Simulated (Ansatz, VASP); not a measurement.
Two plane-wave programs on MgNi5Te6

INCAR

```
SYSTEM = MgNi5Te6
PREC = Accurate
ENCUT = 520
EDIFF = 1E-6
ISMEAR = 0
SIGMA = 0.1
LREAL = .FALSE.
LASPH = .TRUE.
NELM = 100
ALGO = Normal
ISIF = 2
LWAVE = .FALSE.
LCHARG = .FALSE.
GGA = PE
NBANDS = 56
```

File KPOINTS:

```
Automatic mesh
0
G
  6 6 1
  0 0 0
```

Contents of POSCAR:

```
MgNi5Te6
1.0
    4.0708841000      0.0000000000      0.0000000000
   -2.0354421000      3.5254891000      0.0000000000
    0.0000000000      0.0000000000     16.5893664000
Mg Ni Te
1 5 6
Direct
    0.0000000000      0.0000000000      0.0000000000
    0.0000000000      0.0000000000      0.3418990000
    0.0000000000      0.0000000000      0.6581010000
    0.0000000000      0.0000000000      0.1806390000
    0.0000000000      0.0000000000      0.5000000000
    0.0000000000      0.0000000000      0.8193610000
    0.3333333000      0.6666667000      0.1067950000
    0.3333333000      0.6666667000      0.4201910000
    0.3333333000      0.6666667000      0.7347770000
    0.6666667000      0.3333333000      0.2652230000
    0.6666667000      0.3333333000      0.5798090000
    0.6666667000      0.3333333000      0.8932050000
```

Input for Ansatz:

```yaml
crystal:
  lattice:
    - [4.0708841, 0.0, 0.0]
    - [-2.0354421, 3.5254891, 0.0]
    - [0.0, 0.0, 16.5893664]
  atoms:
    - { symbol: Mg, position: [0.0, 0.0, 0.0] }
    - { symbol: Ni, position: [0.0, 0.0, 0.341899] }
    - { symbol: Ni, position: [0.0, 0.0, 0.658101] }
    - { symbol: Ni, position: [0.0, 0.0, 0.180639] }
    - { symbol: Ni, position: [0.0, 0.0, 0.5] }
    - { symbol: Ni, position: [0.0, 0.0, 0.819361] }
    - { symbol: Te, position: [0.3333333, 0.6666667, 0.106795] }
    - { symbol: Te, position: [0.3333333, 0.6666667, 0.420191] }
    - { symbol: Te, position: [0.3333333, 0.6666667, 0.734777] }
    - { symbol: Te, position: [0.6666667, 0.3333333, 0.265223] }
    - { symbol: Te, position: [0.6666667, 0.3333333, 0.579809] }
    - { symbol: Te, position: [0.6666667, 0.3333333, 0.893205] }
basis:
  ecutwfc: 420
kpoints:
  mp_grid: { grid: [6, 6, 1] }
hamiltonian:
  xc: pbe
scf:
  occupations: { method: gaussian, width: 0.1 }
  lower_state_search: "off"
output:
  forces: true
  stress: true
  eigenvalues: true
```

Alike in both runs: task single point; functional PBE; k mesh 6 × 6 × 1; occupations gaussian, width 0.1 eV; no spin polarisation.

|  | VASP | Ansatz |
| --- | --- | --- |
| version | VASP 6.6.1 | Ansatz 0.2.0 |
| potentials or method | VASP PAW PBE potentials, release 64 (Mg, Ni, Te), cutoff 520 eV | scalar-relativistic, plane waves, PAW |
| valence electrons in the cell | 88 | 196 |

Ansatz gave:

* gap on the k mesh at the Fermi level (eV): none
* pressure (GPa): 0.0
* traceless stress, the component that is largest in VASP (GPa): 0.16
* rms of the force components (eV/Å): 0.022

Problem. Estimate VASP's values.

Solution. gap on the k mesh at the Fermi level (eV): none; pressure (GPa): 0.0; traceless stress, the component that is largest in VASP (GPa): 0.17; rms of the force components (eV/Å): 0.021.

Atom by atom the forces differ by 0.002 eV/Å (rms over components). A gap of «none» marks a metal or a gap that the smearing closes. VASP's potentials hold 88 valence electrons a cell and Ansatz's 196, so a difference there can come from the potentials and not from the codes.

The k mesh is coarse, so the values compare programs but aren't converged. Spin-orbit coupling is off throughout.
